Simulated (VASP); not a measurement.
A run of VASP 6.6.1 is set up as follows.

Contents of INCAR:

```
SYSTEM = BaZnSbF
PREC = Accurate
ENCUT = 520
EDIFF = 1E-7
ISMEAR = -1
SIGMA = 0.1
LREAL = .FALSE.
LASPH = .TRUE.
NELM = 100
ALGO = Normal
ISIF = 2
LWAVE = .FALSE.
LCHARG = .FALSE.
GGA = PE
NBANDS = 44
```

Contents of KPOINTS:

```
regular mesh
0
G
  6 6 3
  0 0 0
```

The input POSCAR:

```
BaZnSbF
1.0
    4.4669850000      0.0000000000      0.0000000000
    0.0000000000      4.4669850000      0.0000000000
    0.0000000000      0.0000000000      9.8420010000
Ba F Zn Sb
2 2 2 2
Direct
    0.7500000000      0.7500000000      0.3507900000
    0.2500000000      0.2500000000      0.6492100000
    0.2500000000      0.7500000000      0.5000000000
    0.7500000000      0.2500000000      0.5000000000
    0.2500000000      0.7500000000      0.0000000000
    0.7500000000      0.2500000000      0.0000000000
    0.2500000000      0.2500000000      0.1660400000
    0.7500000000      0.7500000000      0.8339600000
```

Potentials or basis: VASP PAW PBE potentials, release 64 (Ba_sv, F, Zn, Sb).

Command:

```bash
$ cat potpaw_PBE.64/Ba_sv/POTCAR potpaw_PBE.64/F/POTCAR potpaw_PBE.64/Zn/POTCAR potpaw_PBE.64/Sb/POTCAR > POTCAR
$ mpirun -np 1 vasp_std > vasp.out
```

Task: Estimate the pressure.

Result: 1.0 GPa.

Task: Predict the largest force.

Result: 0.163 eV/Å.

Forces in eV/Å, atoms in the order of the input:
```
Ba   0.000  0.000 -0.163
Ba   0.000  0.000  0.163
F    0.000  0.000  0.000
F    0.000  0.000  0.000
Zn   0.000  0.000  0.000
Zn   0.000  0.000  0.000
Sb   0.000  0.000  0.027
Sb   0.000  0.000 -0.027
```
